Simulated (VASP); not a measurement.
# C (Fd-3m) in VASP: notebook, part 2 of 2

VASP 6.6.1. Earlier steps stand in the parts before.

**3. Relaxation of cell and atoms, PBE**

File INCAR:

```
SYSTEM = C
ALGO = Normal
EDIFF = 1E-7
EDIFFG = -0.001
ENCUT = 600
GGA = PE
GGA_COMPAT = .FALSE.
IBRION = 2
ISIF = 3
ISMEAR = 0
LASPH = .TRUE.
LCHARG = .FALSE.
LREAL = .FALSE.
LWAVE = .FALSE.
NELM = 120
NELMIN = 4
NSW = 80
PREC = Accurate
SIGMA = 0.01
```

File KPOINTS:

```
k-points
0
G
  12 12 12
  0 0 0
```

File POSCAR:

```
C
1.0
    0.0000000000      1.7857368633      1.7857368633
    1.7857368633      0.0000000000      1.7857368633
    1.7857368633      1.7857368633      0.0000000000
C
2
Direct
    0.0000000000      0.0000000000      0.0000000000
    0.2500000000      0.2500000000      0.2500000000
```

Potentials or basis: VASP PAW PBE potentials, release 64 (C).

Command:

```bash
$ cat potpaw_PBE.64/C/POTCAR > POTCAR
$ mpirun -np 1 vasp_std > vasp.out
```

OUTCAR:

```text
SYSTEM = C
   EDIFF = 1E-7
   EDIFFG = -0.001
   ENCUT = 600
   GGA = PE
   IBRION = 2
   ISIF = 3
   ISMEAR = 0
   LASPH = .TRUE.
   LREAL = .FALSE.
   NELM = 120
   NELMIN = 4
   NSW = 80
   PREC = Accurate

 ion  position               nearest neighbor table
   1  0.000  0.000  0.000-   2 1.55   2 1.55   2 1.55   2 1.55
   2  0.250  0.250  0.250-   1 1.55   1 1.55   1 1.55   1 1.55

  LATTYP: Found a face centered cubic cell.
 ALAT       =     3.5714737266

  Lattice vectors:

 A1 = (   0.0000000000,   1.7857368633,   1.7857368633)
 A2 = (   1.7857368633,   0.0000000000,   1.7857368633)
 A3 = (   1.7857368633,   1.7857368633,   0.0000000000)

Analysis of symmetry for initial positions (statically):
=====================================================================
 Subroutine PRICEL returns:
 Original cell was already a primitive cell.

 Routine SETGRP: Setting up the symmetry group for a
 face centered cubic supercell.

 Subroutine GETGRP returns: Found 48 space group operations
 (whereof 24 operations were pure point group operations)
 out of a pool of 48 trial point group operations.

The static configuration has the point symmetry T_d .
 The point group associated with its full space group is O_h .

Analysis of symmetry for dynamics (positions and initial velocities):
=====================================================================
 Subroutine PRICEL returns:
 Original cell was already a primitive cell.

 Routine SETGRP: Setting up the symmetry group for a
 face centered cubic supercell.

 Subroutine GETGRP returns: Found 48 space group operations
 (whereof 24 operations were pure point group operations)
 out of a pool of 48 trial point group operations.

The dynamic configuration has the point symmetry T_d .
 The point group associated with its full space group is O_h .

 Subroutine INISYM returns: Found 48 space group operations
 (whereof 24 operations are pure point group operations),
 and found     1 'primitive' translations

----------------------------------------------------------------------------------------

                                     Primitive cell

  volume of cell :      11.3889

  direct lattice vectors                    reciprocal lattice vectors
     0.000000000  1.785736863  1.785736863    -0.279996460  0.279996460  0.279996460
     1.785736863  0.000000000  1.785736863     0.279996460 -0.279996460  0.279996460
     1.785736863  1.785736863  0.000000000     0.279996460  0.279996460 -0.279996460

  length of vectors
     2.525413291  2.525413291  2.525413291     0.484968094  0.484968094  0.484968094

  position of ions in fractional coordinates (direct lattice)
     0.000000000  0.000000000  0.000000000
     0.250000000  0.250000000  0.250000000

  ion indices of the primitive-cell ions
   primitive index   ion index
                 1           1
                 2           2

----------------------------------------------------------------------------------------

 KPOINTS: k-points

Automatic generation of k-mesh.
[... 50 lines left out ...]
   total plane-waves  NPLWV =   8000
   dimension x,y,z NGX =    20 NGY =   20 NGZ =   20
   dimension x,y,z NGXF=    40 NGYF=   40 NGZF=   40
   ions per type =               2
   NGX,Y,Z   is equivalent  to a cutoff of  13.17, 13.17, 13.17 a.u.
   NGXF,Y,Z  is equivalent  to a cutoff of  26.33, 26.33, 26.33 a.u.
 SYSTEM =  C
   PREC   = accura    normal or accurate (medium, high low for compatibility)
   ISTART =      0    job   : 0-new  1-cont  2-samecut
   ICHARG =      2    charge: 1-file 2-atom 10-const
   ISPIN  =      1    spin polarized calculation?
   LNONCOLLINEAR =      F non collinear calculations
   LSORBIT =      F    spin-orbit coupling
   LASPH  =      T    aspherical Exc in radial PAW
   ENCUT  =  600.0 eV  44.10 Ry    6.64 a.u.   5.04  5.04  5.04*2*pi/ulx,y,z
   NELM   =    120;   NELMIN=  4; NELMDL= -5     # of ELM steps
   EDIFF  = 0.1E-06   stopping-criterion for ELM
   LREAL  =      F    real-space projection
   EDIFFG = -.1E-02   stopping-criterion for IOM
   NSW    =     80    number of steps for IOM
   IBRION =      2    ionic relax: 0-MD 1-quasi-New 2-CG
   NFREE  =      1    steps in history (QN), initial steepest desc. (CG)
   ISIF   =      3    stress and relaxation
   ISYM   =      2    0-nonsym 1-usesym 2-fastsym
   POTIM  = 0.5000    time-step for ionic-motion
   TEBEG  =    0.0;   TEEND  =   0.0 temperature during run
   PSTRESS=    0.0 pullay stress
   NELECT =       8.0000    total number of electrons
   NUPDOWN=      -1.0000    fix difference up-down
   EMIN   =  10.00;   EMAX   =-10.00  energy-range for DOS
   EFERMI =   0.00;   METHOD = LEGACY
   ISMEAR =     0;   SIGMA  =   0.01  broadening in eV -4-tet -1-fermi 0-gaus
   EFERMI_NEDOS =   21; number of points for ismear=-14 and -15
   IALGO  =     38    algorithm
   IMIX   =      4    mixing-type and parameters
     AMIX     =   0.40;   BMIX     =  1.00
     AMIX_MAG =   1.60;   BMIX_MAG =  1.00
  volume/ion in A,a.u.               =       5.69        38.43
  Fermi-wavevector in a.u.,A,eV,Ry     =   1.455272  2.750064 28.814625  2.117815
  Thomas-Fermi vector in A             =   2.572325
   LORBIT       =      0    0 simple, 1 ext, 2 COOP (PROOUT), +10 PAW based schemes
   GGA     = PE    functional components
   LHFCALC =     F    Hartree Fock is set to
   AEXX    =    0.0000 exact exchange contribution
   IVDW    =     0    specifies the selected vdW correction
   LEPSILON=     F    determine dielectric tensor
   LRPA    =     F    only Hartree local field effects (RPA)
 conjugate gradient relaxation of ions
 non-spin polarized calculation
 Gauss-broadening in eV      SIGMA  =   0.01
  energy-cutoff  :      600.00
  volume of cell :       11.39
 maximum number of plane-waves:       392
   NGX =  9   NGY =  9   NGZ =  9

--------------------------------------- Ionic step        1  -------------------------------------------

 number of electron       7.9999999 magnetization

 Free energy of the ion-electron system (eV)
  ---------------------------------------------------
  ext. energy  EPLUGINS =         0.00000000
  ---------------------------------------------------
  free energy    TOTEN  =       -18.19049234 eV

  energy without entropy =      -18.19049234  energy(sigma->0) =      -18.19049234

------------------------ aborting loop because EDIFF is reached ----------------------------------------

  FORCE on cell =-STRESS in cart. coord.  units (eV):
  Direction    XX          YY          ZZ          XY          YZ          ZX
  --------------------------------------------------------------------------------------
  -------------------------------------------------------------------------------------
  Total        0.0024910      0.0024910      0.0024910     -0.0000000      0.0000000     -0.0000000
  in kB        0.3504302      0.3504302      0.3504302     -0.0000000      0.0000000     -0.0000000
  external PRESSURE =       0.3504302 kB  Pullay stress =       0.0000000 kB
[... 59 lines left out ...]
--------------------------------------- Ionic step        3  -------------------------------------------

 number of electron       7.9999999 magnetization

 Free energy of the ion-electron system (eV)
  ---------------------------------------------------
  ext. energy  EPLUGINS =         0.00000000
  ---------------------------------------------------
  free energy    TOTEN  =       -18.19049241 eV

  energy without entropy =      -18.19049241  energy(sigma->0) =      -18.19049241

 E-fermi :   9.7175     XC(G=0): -13.2303

 val. band max:        9.6698693217   @ k =   0.0000   0.0000   0.0000
 cond. band min:      13.8141622466   @ k =   0.3333   0.3333   0.0000
 fundamental gap:      4.1442929249
 Fermi energy:         9.7175085759

 k-point     1 :       0.0000    0.0000    0.0000
  band No.  band energies     occupation
      1     -11.7521      2.00000
      2       9.6699      2.00000
      3       9.6699      2.00000
      4       9.6699      2.00000
      5      15.2489      0.00000
      6      15.2489      0.00000
      7      15.2489      0.00000
      8      22.9083      0.00000
[... 243 lines left out ...]
 k-point    24 :      -0.4167    0.1667    0.0000
  band No.  band energies     occupation
      1      -5.5927      2.00000
      2      -2.8186      2.00000
      3       4.2129      2.00000
      4       6.0962      2.00000
      5      17.1888      0.00000
      6      19.8736      0.00000
      7      20.8220      0.00000
      8      25.0593      0.00000

 [... further k-points ...]

------------------------ aborting loop because EDIFF is reached ----------------------------------------

  FORCE on cell =-STRESS in cart. coord.  units (eV):
  Direction    XX          YY          ZZ          XY          YZ          ZX
  --------------------------------------------------------------------------------------
  -------------------------------------------------------------------------------------
  Total       -0.0000287     -0.0000287     -0.0000287     -0.0000000      0.0000000     -0.0000000
  in kB       -0.0040314     -0.0040314     -0.0040314     -0.0000000      0.0000000     -0.0000000
  external PRESSURE =      -0.0040314 kB  Pullay stress =       0.0000000 kB
[... 17 lines left out ...]
  FREE ENERGIE OF THE ION-ELECTRON SYSTEM (eV)
  ---------------------------------------------------
  free  energy   TOTEN  =       -18.1904924052 eV

  energy  without entropy=      -18.1904924052  energy(sigma->0) =      -18.19049241

 reached required accuracy - stopping structural energy minimisation
```

OSZICAR:

```text
N       E                     dE             d eps       ncg     rms          rms(c)
DAV:   1     0.765788273718E+00    0.76579E+00   -0.55203E+03  1200   0.110E+03
DAV:   2    -0.187085922391E+02   -0.19474E+02   -0.18561E+02  1872   0.117E+02
DAV:   3    -0.188202881344E+02   -0.11170E+00   -0.11170E+00  1248   0.119E+01
[... 16 lines left out ...]
       N       E                     dE             d eps       ncg     rms          rms(c)
DAV:   1    -0.181904924059E+02   -0.17983E-06   -0.30631E-06  1368   0.182E-02    0.161E-03
DAV:   2    -0.181904923809E+02    0.24991E-07   -0.25511E-08   648   0.160E-03    0.850E-04
DAV:   3    -0.181904924007E+02   -0.19758E-07   -0.27290E-08   592   0.141E-03    0.911E-05
DAV:   4    -0.181904924052E+02   -0.45426E-08   -0.99497E-10   576   0.406E-04
   3 F= -.18190492E+02 E0= -.18190492E+02  d E =-.615032E-07
```

CONTCAR:

```text
C
   1.00000000000000
     0.0000000000000000    1.7857850588518109    1.7857850588518109
     1.7857850588518109    0.0000000000000000    1.7857850588518109
     1.7857850588518109    1.7857850588518109   -0.0000000000000000
  C
     2
Direct
     0.0000000000000000    0.0000000000000000    0.0000000000000000
     0.2500000000000000    0.2500000000000000    0.2500000000000000

  0.00000000E+00  0.00000000E+00  0.00000000E+00
  0.00000000E+00  0.00000000E+00  0.00000000E+00
```

It took 20 s on 1 thread of Intel Xeon 8259CL, shared host; peak memory 0.11 GiB.

What came out:

```yaml
Free_energy: -18.1905 eV
Energy_gained_by_relaxing: 0.0 meV/atom
Ionic_steps: 3
Pressure_after_relaxing: 0.0 GPa
Band_gap_on_the_k_mesh: 4.14 eV, indirect (least direct gap 5.58 eV)
```

Final structure:
```
C
1.0
     0.00000    1.78579    1.78579
     1.78579    0.00000    1.78579
     1.78579    1.78579    0.00000
C
2
Direct
  0.00000 0.00000 0.00000
  0.25000 0.25000 0.25000
```

Levels at points of the mesh, in eV from the valence-band top:
```tsv
k point	band 1	band 2	band 3	band 4	band 5	band 6	band 7	band 8
(0.00, 0.00, 0.00)	-21.42	0.00	0.00	0.00	5.58	5.58	5.58	13.24
(0.50, 0.00, 0.00)	-15.67	-13.33	-2.79	-2.79	8.44	8.44	8.79	15.66
(0.50, 0.50, 0.00)	-12.74	-12.74	-6.27	-6.27	4.75	4.75	16.74	16.74
```

A k mesh can miss the band edges.

**4. Single point, PBE**

This run uses another cell than the first one: it holds 6 atoms, not 2.

File INCAR:

```
SYSTEM = C
  PREC = Accurate
  ENCUT = 600
  EDIFF = 1E-6
  ISMEAR = 0
  SIGMA = 0.05
  LREAL = .False.
  LASPH = .True.
  NELM = 120
  ALGO = Normal
  ISIF = 2
  LWAVE = .False.
  LCHARG = .False.
  GGA = PE
  NBANDS = 21
  GGA_COMPAT = .False.
```

File KPOINTS:

```
regular mesh
0
Gamma
  12 12 4
  0 0 0
```

File POSCAR:

```
C
1.0
    2.5254132897      0.0000000000      0.0000000000
   -1.2627066449      2.1870720640      0.0000000000
    0.0000000000      0.0000000000      6.1859739495
C
6
Direct
    0.6666666667      0.3333333333      0.1666666667
    0.3333333333      0.6666666667      0.0833333333
    0.3333333333      0.6666666667      0.8333333333
    0.6666666667      0.3333333333      0.4166666667
    1.0000000000      1.0000000000      0.7500000000
    0.0000000000      1.0000000000      0.5000000000
```

Command:

```bash
$ cat potpaw_PBE.64/C/POTCAR > POTCAR
$ mpirun -np 1 vasp_std > vasp.out
```

Wall time 35 s (1 thread of Intel Xeon 6975P-C, shared host); peak memory 0.17 GiB.

Results (log left out):

```
Free energy            : -54.5716 eV
Pressure               : 0.0 GPa
Band gap on the k mesh : 4.19 eV
```

Levels at points of the mesh, in eV from the valence-band top:
```tsv
k point	band 8	band 9	band 10	band 11	band 12	band 13	band 14	band 15	band 16	band 17
(0.00, 0.00, 0.00)	-2.31	-2.31	0.00	0.00	0.00	5.58	5.58	5.58	8.26	8.26
(0.50, 0.00, 0.00)	-6.27	-4.97	-4.97	-3.95	-3.95	4.75	4.75	7.08	7.08	10.69
(0.00, 0.00, 0.50)	-2.79	-1.02	-1.02	-1.02	-1.02	6.92	6.92	6.92	6.92	7.37
(0.50, 0.00, 0.50)	-7.62	-5.62	-5.62	-2.79	-2.79	5.26	5.26	8.34	8.34	8.44
```

**5. Single point, PBE**

This run uses another cell than the first one, of 5.67 Å³/atom, 0.996 times its volume.

File INCAR:

```
SYSTEM = C
  PREC = Accurate
  ENCUT = 600
  EDIFF = 1E-6
  ISMEAR = 0
  SIGMA = 0.1
  LREAL = .FALSE.
  LASPH = .TRUE.
  NELM = 120
  ALGO = Normal
  ISIF = 2
  LWAVE = .FALSE.
  LCHARG = .TRUE.
  GGA = PE
  LELF = .TRUE.
  LVHAR = .TRUE.
  NBANDS = 11
  GGA_COMPAT = .FALSE.
```

File KPOINTS:

```
Automatic mesh
0
G
  8 8 8
  0 0 0
```

File POSCAR:

```
C
1.0
    0.0000000000      1.7833700000      1.7833700000
    1.7833700000      0.0000000000      1.7833700000
    1.7833700000      1.7833700000      0.0000000000
C
2
Direct
    0.0000000000      0.0000000000      0.0000000000
    0.2500000000      0.2500000000      0.2500000000
```

Command:

```bash
$ cat potpaw_PBE.64/C/POTCAR > POTCAR
$ mpirun -np 1 vasp_std > vasp.out
```

It took 3.7 s on 1 thread of Intel Xeon Platinum 8488C (Sapphire Rapids), shared host; peak memory 0.11 GiB.

Results (log left out):

| Property | Result |
| --- | --- |
| Free energy | -18.1892 eV |
| Pressure | 1.8 GPa |
| Band gap on the k mesh | 4.13 eV, indirect (least direct gap 5.59 eV) |

Levels at points of the mesh, in eV from the valence-band top:
```
           k point  band 1  band 2  band 3  band 4  band 5  band 6  band 7  band 8  band 9
(0.00, 0.00, 0.00)  -21.48    0.00    0.00    0.00    5.59    5.59    5.59   13.33   19.29
(0.50, 0.00, 0.00)  -15.70  -13.37   -2.80   -2.80    8.46    8.46    8.85   15.70   21.89
(0.50, 0.50, 0.00)  -12.76  -12.76   -6.30   -6.30    4.76    4.76   16.80   16.80   23.23
```

**6. Single point, PBE**

File INCAR:

```
PREC = Accurate ; ENCUT = 600
EDIFF = 1E-6 ; ISMEAR = -5
SIGMA = 0.02 ; LREAL = F
LASPH = T ; NELM = 120
ALGO = Normal ; ISIF = 2
LWAVE = F ; LCHARG = T
GGA = PE ; LELF = T
LVHAR = T ; NBANDS = 11
GGA_COMPAT = F
```

File KPOINTS:

```
Automatic mesh
0
Gamma
  12 12 12
```

File POSCAR:

```
C
1.0
    0.0000000000      1.7857367762      1.7857367762
    1.7857367762      0.0000000000      1.7857367762
    1.7857367762      1.7857367762      0.0000000000
C
2
Direct
    0.0000000000      0.0000000000      0.0000000000
    0.2500000000      0.2500000000      0.2500000000
```

Potentials or basis: VASP PAW PBE potentials, release 64 (C).

Command:

```bash
$ cat potpaw_PBE.64/C/POTCAR > POTCAR
$ mpirun -np 1 vasp_std > vasp.out
```

It took 10 s on 1 thread of Intel Xeon Platinum 8488C (Sapphire Rapids), shared host; peak memory 0.12 GiB.

Results (log left out):

```yaml
Free_energy: -18.1905 eV
Pressure: 0.0 GPa
Band_gap_on_the_k_mesh: 4.14 eV, indirect (least direct gap 5.58 eV)
```

Levels at points of the mesh, in eV from the valence-band top:
```tsv
k point	band 2	band 3	band 4	band 5	band 6	band 7
(0.00, 0.00, 0.00)	0.00	0.00	0.00	5.58	5.58	5.58
(0.50, 0.00, 0.00)	-13.33	-2.79	-2.79	8.44	8.44	8.79
(0.50, 0.50, 0.00)	-12.74	-6.27	-6.27	4.75	4.75	16.74
```

A k mesh can miss the band edges.

**7. Summary**

| task | cell | k mesh | smearing | gap on the mesh (eV) | pressure (GPa) |
| --- | --- | --- | --- | --- | --- |
| single point | a = 2.525 Å, angles 60.0°, 2 atoms | 12 × 12 × 12 | gaussian 0.01 eV | 4.14 | 0.0 |
| relaxation of cell and atoms | relaxed from a = 2.525 Å, angles 60.0°, 2 atoms | 12 × 12 × 12 | gaussian 0.01 eV | 4.14 | 0.0 |
| single point | a = 2.525, b = 2.525, c = 6.186 Å, angles 90.0, 90.0, 120.0°, 6 atoms | 12 × 12 × 4 | gaussian 0.05 eV | 4.19 | 0.0 |
| single point | a = 2.522 Å, angles 60.0°, 2 atoms | 8 × 8 × 8 | gaussian 0.1 eV | 4.13 | 1.8 |
| single point | a = 2.525 Å, angles 60.0°, 2 atoms | 12 × 12 × 12 | tetrahedron | 4.14 | 0.0 |

Alike in all rows: level PBE; potentials or basis VASP PAW PBE potentials, release 64 (C); no spin polarisation; cutoff (eV) 600.

Absolute energies hang on the potentials; compare differences alone.
